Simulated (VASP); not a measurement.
Input of a VASP 6.6.1 run:

The input INCAR:

```
ALGO = Fast ; EDIFF = 1E-6
ENCUT = 520 ; GGA = PS
GGA_COMPAT = F ; ISIF = 2
ISMEAR = -1 ; LASPH = T
LCHARG = F ; LMAXMIX = 4
LORBIT = 11 ; LORBMOM = T
LREAL = F ; LSORBIT = T
LWAVE = F ; MAGMOM = 0 0 0 3 0 0
NBANDS = 30 ; NELM = 150
PREC = Accurate ; SIGMA = 0.05
```

File KPOINTS:

```
k-points
0
Gamma
  7 7 5
```

The input POSCAR:

```
FePt
1.0
    2.7235000000      0.0000000000      0.0000000000
    0.0000000000      2.7235000000      0.0000000000
    0.0000000000      0.0000000000      3.7200000000
Pt Fe
1 1
Direct
    0.5000000000      0.5000000000      0.5000000000
    0.0000000000      0.0000000000      0.0000000000
```

Potentials or basis: VASP PAW PBE potentials, release 64 (Pt, Fe).

Launch:

```console
$ cat potpaw_PBE.64/Pt/POTCAR potpaw_PBE.64/Fe/POTCAR > POTCAR
$ mpirun -np 1 vasp_ncl > vasp.out
```

(1) Estimate the pressure.

(2) Predict the net moment.

Answers

(1) -6.3 GPa.

(2) 3.24 μB per cell.

Caveat: the PAW data sets were made with another functional, which shifts forces and pressure a little.
